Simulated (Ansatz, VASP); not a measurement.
## Au: VASP beside Ansatz

```xyz
1
Lattice="0.0000 1.9847 1.9847 1.9847 0.0000 1.9847 1.9847 1.9847 0.0000" Properties=species:S:1:pos:R:3 pbc="T T T"
Au    0.0000    0.0000    0.0000
```

Alike in both runs: task single point; functional PBEsol; k mesh 22 × 22 × 22; occupations fermi-dirac, width 0.1 eV; no spin polarisation.

```csv
,VASP,Ansatz
version,VASP 6.6.1,Ansatz 0.2.0
potentials or method,"VASP PAW PBE potentials, release 64 (Au), cutoff 520 eV","plane waves (420 eV) with PAW, scalar-relativistic"
valence electrons in the cell,11,19
```

Ansatz gave:

```
pressure (GPa) : 18.8
```

Question: What did VASP give for the same quantities?

Answer: Pressure (GPa): 18.5.

VASP's potentials were made for PBE, not for PBEsol, and Ansatz warns of the same on its side. The functional is the same, so the differences come from potentials, cutoffs and numerics. VASP's potentials hold 11 valence electrons a cell and Ansatz's 19, so a difference there can come from the potentials and not from the codes.

Spin-orbit coupling is off throughout.
